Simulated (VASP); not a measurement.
# Fe (Im-3m) in VASP: single point with PBE

Aim: the single point of Fe with PBE.

Everything below comes from runs of VASP 6.6.1. Logs are shortened: lines on timing, memory, paths and dates and some standing lists are left out, and cuts for length are marked.

## 1. The cell of the first run

Symmetry: Im-3m, No. 229, cubic system. The conventional cell has a = 2.863 Å, b = 2.863 Å, c = 2.863 Å, α = 90.00°, β = 90.00°, γ = 90.00°. Within 3.3 Å of Fe (site symmetry m-3m) lie 14 Fe at 2.48 to 2.86 Å.

## 2. Single point, PBE, collinear spin, ferromagnetic start

File INCAR:

```
SYSTEM = Fe
ALGO = Normal
EDIFF = 1E-6
ENCUT = 500
GGA = PE
GGA_COMPAT = .False.
ISIF = 2
ISMEAR = 0
ISPIN = 2
ISYM = -1
LASPH = .True.
LCHARG = .True.
LELF = .True.
LMAXMIX = 4
LORBIT = 11
LREAL = .False.
LVHAR = .True.
LWAVE = .False.
MAGMOM = 4
NBANDS = 14
NELM = 200
PREC = Accurate
SIGMA = 0.1
```

File KPOINTS:

```
explicit points
35
Reciprocal
  0.05000000   0.25000000   0.03571429 1
  0.05000000   0.25000000   0.17857143 1
  0.05000000   0.25000000   0.32142857 1
  0.05000000   0.25000000   0.46428571 1
  0.05000000   0.25000000   0.60714286 1
  0.05000000   0.25000000   0.75000000 1
  0.05000000   0.25000000   0.89285714 1
  0.25000000   0.25000000   0.03571429 1
  0.25000000   0.25000000   0.17857143 1
  0.25000000   0.25000000   0.32142857 1
  0.25000000   0.25000000   0.46428571 1
  0.25000000   0.25000000   0.60714286 1
  0.25000000   0.25000000   0.75000000 1
  0.25000000   0.25000000   0.89285714 1
  0.45000000   0.25000000   0.03571429 1
  0.45000000   0.25000000   0.17857143 1
  0.45000000   0.25000000   0.32142857 1
  0.45000000   0.25000000   0.46428571 1
  0.45000000   0.25000000   0.60714286 1
  0.45000000   0.25000000   0.75000000 1
  0.45000000   0.25000000   0.89285714 1
  0.65000000   0.25000000   0.03571429 1
  0.65000000   0.25000000   0.17857143 1
  0.65000000   0.25000000   0.32142857 1
  0.65000000   0.25000000   0.46428571 1
  0.65000000   0.25000000   0.60714286 1
  0.65000000   0.25000000   0.75000000 1
  0.65000000   0.25000000   0.89285714 1
  0.85000000   0.25000000   0.03571429 1
  0.85000000   0.25000000   0.17857143 1
  0.85000000   0.25000000   0.32142857 1
  0.85000000   0.25000000   0.46428571 1
  0.85000000   0.25000000   0.60714286 1
  0.85000000   0.25000000   0.75000000 1
  0.85000000   0.25000000   0.89285714 1
```

File POSCAR:

```
Fe
1.0
   -1.4315177495      1.4315177495      1.4315177495
    1.4315177495     -1.4315177495      1.4315177495
    1.4315177495      1.4315177495     -1.4315177495
Fe
1
Direct
    0.0000000000      0.0000000000      0.0000000000
```

Potentials or basis: VASP PAW PBE potentials, release 64 (Fe).

Launch:

```sh
$ cat potpaw_PBE.64/Fe/POTCAR > POTCAR
$ mpirun -np 1 vasp_std > vasp.out
```

OUTCAR:

```text
SYSTEM = Fe
   EDIFF = 1E-6
   ENCUT = 500
   GGA = PE
   ISIF = 2
   ISMEAR = 0
   ISPIN = 2
   ISYM = -1
   LASPH = .True.
   LORBIT = 11
   LREAL = .False.
   NELM = 200
   PREC = Accurate

 ion  position               nearest neighbor table
   1  0.000  0.000  0.000-

IMPORTANT INFORMATION: All symmetrisations will be switched off!
NOSYMM: (Re-)initialisation of all symmetry stuff for point group C_1.

----------------------------------------------------------------------------------------

                                     Primitive cell

  volume of cell :      11.7341

  direct lattice vectors                    reciprocal lattice vectors
    -1.431517749  1.431517749  1.431517749     0.000000000  0.349279637  0.349279637
     1.431517749 -1.431517749  1.431517749     0.349279637  0.000000000  0.349279637
     1.431517749  1.431517749 -1.431517749     0.349279637  0.349279637  0.000000000

  length of vectors
     2.479461474  2.479461474  2.479461474     0.493956000  0.493956000  0.493956000

  position of ions in fractional coordinates (direct lattice)
     0.000000000  0.000000000  0.000000000

  ion indices of the primitive-cell ions
   primitive index   ion index
                 1           1

----------------------------------------------------------------------------------------

 KPOINTS: explicit points

Read explicit list of k-points.

 Found     35 k-points:

 Following reciprocal coordinates:
            Coordinates               Weight
  0.050000  0.250000  0.035714      0.028571
  0.050000  0.250000  0.178571      0.028571
  0.050000  0.250000  0.321429      0.028571
  0.050000  0.250000  0.464286      0.028571
  0.050000  0.250000  0.607143      0.028571
  0.050000  0.250000  0.750000      0.028571
[... 16 lines left out ...]
  0.650000  0.250000  0.178571      0.028571
  0.650000  0.250000  0.321429      0.028571
 [... further k-points ...]
   k-points           NKPTS =     35   k-points in BZ     NKDIM =     35   number of bands    NBANDS=     14
   number of dos      NEDOS =    301   number of ions     NIONS =      1
   total plane-waves  NPLWV =   5832
   dimension x,y,z NGX =    18 NGY =   18 NGZ =   18
   dimension x,y,z NGXF=    36 NGYF=   36 NGZF=   36
   ions per type =               1
   NGX,Y,Z   is equivalent  to a cutoff of  12.07, 12.07, 12.07 a.u.
   NGXF,Y,Z  is equivalent  to a cutoff of  24.14, 24.14, 24.14 a.u.
 SYSTEM =  Fe
   PREC   = accura    normal or accurate (medium, high low for compatibility)
   ISTART =      0    job   : 0-new  1-cont  2-samecut
   ICHARG =      2    charge: 1-file 2-atom 10-const
   ISPIN  =      2    spin polarized calculation?
   LNONCOLLINEAR =      F non collinear calculations
   LSORBIT =      F    spin-orbit coupling
   LASPH  =      T    aspherical Exc in radial PAW
   ENCUT  =  500.0 eV  36.75 Ry    6.06 a.u.   4.52  4.52  4.52*2*pi/ulx,y,z
   NELM   =    200;   NELMIN=  2; NELMDL= -5     # of ELM steps
   EDIFF  = 0.1E-05   stopping-criterion for ELM
   LREAL  =      F    real-space projection
   EDIFFG = 0.1E-04   stopping-criterion for IOM
   NSW    =      0    number of steps for IOM
   IBRION =     -1    ionic relax: 0-MD 1-quasi-New 2-CG
   NFREE  =      0    steps in history (QN), initial steepest desc. (CG)
   ISIF   =      2    stress and relaxation
   ISYM   =     -1    0-nonsym 1-usesym 2-fastsym
   POTIM  = 0.5000    time-step for ionic-motion
   TEBEG  =    0.0;   TEEND  =   0.0 temperature during run
   PSTRESS=    0.0 pullay stress
   NELECT =       8.0000    total number of electrons
   NUPDOWN=      -1.0000    fix difference up-down
   EMIN   =  10.00;   EMAX   =-10.00  energy-range for DOS
   EFERMI =   0.00;   METHOD = LEGACY
   ISMEAR =     0;   SIGMA  =   0.10  broadening in eV -4-tet -1-fermi 0-gaus
   EFERMI_NEDOS =   21; number of points for ismear=-14 and -15
   IALGO  =     38    algorithm
   IMIX   =      4    mixing-type and parameters
     AMIX     =   0.40;   BMIX     =  1.00
     AMIX_MAG =   1.60;   BMIX_MAG =  1.00
  volume/ion in A,a.u.               =      11.73        79.19
  Fermi-wavevector in a.u.,A,eV,Ry     =   1.440859  2.722828 28.246703  2.076074
  Thomas-Fermi vector in A             =   2.559556
   LORBIT       =     11    0 simple, 1 ext, 2 COOP (PROOUT), +10 PAW based schemes
   GGA     = PE    functional components
   LHFCALC =     F    Hartree Fock is set to
   AEXX    =    0.0000 exact exchange contribution
   IVDW    =     0    specifies the selected vdW correction
   LEPSILON=     F    determine dielectric tensor
   LRPA    =     F    only Hartree local field effects (RPA)
 spin polarized calculation
 Gauss-broadening in eV      SIGMA  =   0.10
  energy-cutoff  :      500.00
  volume of cell :       11.73
 maximum number of plane-waves:       303
   NGX =  9   NGY =  9   NGZ =  9

 number of electron       7.9999999 magnetization       2.3957565

 Free energy of the ion-electron system (eV)
  ---------------------------------------------------
  ext. energy  EPLUGINS =         0.00000000
  ---------------------------------------------------
  free energy    TOTEN  =        -8.32381039 eV

  energy without entropy =       -8.31998740  energy(sigma->0) =       -8.32189890

 E-fermi :   5.4820     XC(G=0): -12.9303

 val. band max:        5.4303678244   @ k =   0.4500   0.2500   0.6071
 cond. band min:       5.5217093856   @ k =   0.4500   0.2500   0.4643
 fundamental gap:      0.0913415612
 Fermi energy:         5.4819949749

 spin component 1

 k-point     1 :       0.0500    0.2500    0.0357
  band No.  band energies     occupation
      1       0.1468      1.00000
      2       2.5324      1.00000
      3       2.9450      1.00000
      4       4.2375      1.00000
      5       4.5264      1.00000
      6       4.9125      1.00000
      7      19.0491      0.00000
      8      24.3681      0.00000
      9      26.4593      0.00000
     10      30.1578      0.00000
     11      33.6875      0.00000
     12      37.1018      0.00000
     13      39.4618      0.00000
     14      43.8236      0.00000

 k-point     2 :       0.0500    0.2500    0.1786
  band No.  band energies     occupation
      1       1.4130      1.00000
      2       2.2395      1.00000
      3       2.7109      1.00000
      4       4.3497      1.00000
      5       4.6475      1.00000
      6       7.0322      0.00000
      7      16.5796      0.00000
      8      18.8939      0.00000
      9      23.0968      0.00000
     10      32.8407      0.00000
     11      36.7104      0.00000
     12      39.1731      0.00000
     13      42.7623      0.00000
     14      44.7424      0.00000
[... 343 lines left out ...]
      1       0.6845      1.00000
      2       2.5676      1.00000
      3       2.9533      1.00000
      4       3.8959      1.00000
      5       4.6922      1.00000
      6       5.3794      0.92653
      7      19.1943      0.00000
      8      21.5032      0.00000
      9      27.1564      0.00000
     10      29.2832      0.00000
     11      32.4865      0.00000
     12      37.1568      0.00000
     13      41.9554      0.00000
     14      44.5171      0.00000

 k-point    24 :       0.6500    0.2500    0.3214
  band No.  band energies     occupation
      1       1.3805      1.00000
      2       2.2068      1.00000
      3       3.4401      1.00000
      4       3.8912      1.00000
      5       4.8875      1.00000
      6       6.6759      0.00000
      7      18.4679      0.00000
      8      20.4861      0.00000
      9      23.1999      0.00000
     10      25.8582      0.00000
     11      36.6075      0.00000
     12      37.7837      0.00000
     13      39.8894      0.00000
     14      43.0378      0.00000

 [... further k-points ...]

 spin component 2

 k-point     1 :       0.0500    0.2500    0.0357
  band No.  band energies     occupation
      1       0.5695      1.00000
      2       4.4106      1.00000
      3       4.8508      1.00000
      4       7.0090      0.00000
      5       7.2496      0.00000
      6       7.2759      0.00000
      7      19.8414      0.00000
      8      24.6335      0.00000
      9      27.3620      0.00000
     10      30.3505      0.00000
     11      34.4598      0.00000
     12      37.3552      0.00000
     13      39.8622      0.00000
     14      44.2199      0.00000

 k-point     2 :       0.0500    0.2500    0.1786
  band No.  band energies     occupation
      1       2.3145      1.00000
      2       4.0752      1.00000
      3       4.4535      1.00000
      4       7.0881      0.00000
      5       7.4323      0.00000
      6       8.9442      0.00000
      7      17.5001      0.00000
      8      19.6173      0.00000
      9      23.7713      0.00000
     10      32.9599      0.00000
     11      37.0943      0.00000
     12      39.7344      0.00000
     13      42.9726      0.00000
     14      45.4432      0.00000
[... 343 lines left out ...]
      1       1.2095      1.00000
      2       4.6427      1.00000
      3       4.8341      1.00000
      4       6.4552      0.00000
      5       7.2367      0.00000
      6       7.7493      0.00000
      7      19.9887      0.00000
      8      22.1770      0.00000
      9      27.6116      0.00000
     10      29.7243      0.00000
     11      33.0485      0.00000
     12      37.6651      0.00000
     13      42.3761      0.00000
     14      45.1799      0.00000

 k-point    24 :       0.6500    0.2500    0.3214
  band No.  band energies     occupation
      1       2.4029      1.00000
      2       4.2886      1.00000
      3       5.5919      0.06001
      4       6.1452      0.00000
      5       7.1750      0.00000
      6       8.6252      0.00000
      7      19.3718      0.00000
      8      21.1902      0.00000
      9      23.8208      0.00000
     10      26.3399      0.00000
     11      37.2395      0.00000
     12      38.3595      0.00000
     13      40.4595      0.00000
     14      43.6052      0.00000

 [... further k-points ...]

------------------------ aborting loop because EDIFF is reached ----------------------------------------

  FORCE on cell =-STRESS in cart. coord.  units (eV):
  Direction    XX          YY          ZZ          XY          YZ          ZX
  --------------------------------------------------------------------------------------
  -------------------------------------------------------------------------------------
  Total       -0.1835859     -0.2282060     -0.2770669     -0.6887677     -0.8011171      0.7775527
  in kB      -25.0668443    -31.1592750    -37.8307558    -94.0444416   -109.3846451    106.1671599
  external PRESSURE =     -31.3522917 kB  Pullay stress =       0.0000000 kB

 VOLUME and BASIS-vectors are now :
 -----------------------------------------------------------------------------
  energy-cutoff  :      500.00
  volume of cell :       11.73
      direct lattice vectors                 reciprocal lattice vectors
    -1.431517749  1.431517749  1.431517749     0.000000000  0.349279637  0.349279637
     1.431517749 -1.431517749  1.431517749     0.349279637  0.000000000  0.349279637
     1.431517749  1.431517749 -1.431517749     0.349279637  0.349279637  0.000000000

 POSITION                                       TOTAL-FORCE (eV/Angst)
 -----------------------------------------------------------------------------------
      0.00000      0.00000      0.00000        -0.000000     -0.000000      0.000000
 -----------------------------------------------------------------------------------
    total drift:                               -0.000000     -0.000000      0.000000

  FREE ENERGIE OF THE ION-ELECTRON SYSTEM (eV)
  ---------------------------------------------------
  free  energy   TOTEN  =        -8.3238103885 eV

  energy  without entropy=       -8.3199874039  energy(sigma->0) =       -8.32189890

 total charge

# of ion       s       p       d       tot
------------------------------------------
    1        0.477   0.520   6.198   7.195

 magnetization (x)

# of ion       s       p       d       tot
------------------------------------------
    1       -0.012  -0.046   2.449   2.391
```

Wall time 10 s (1 thread of AMD EPYC 7R13 (Zen 3), shared host); peak memory 0.1 GiB.

What came out:

```
Free energy                                           : -8.3238 eV
Pressure                                              : -3.1 GPa
Net moment                                            : 2.40 μB per cell
Site moments                                          : Fe +2.39 μB
Valence electrons inside the program's atomic spheres : Fe 7.20
```

Stress tensor (GPa, compression positive):
```
 -2.51  -9.40  10.62
 -9.40  -3.12 -10.94
 10.62 -10.94  -3.78
```

Caveat: the cell stands under tension.
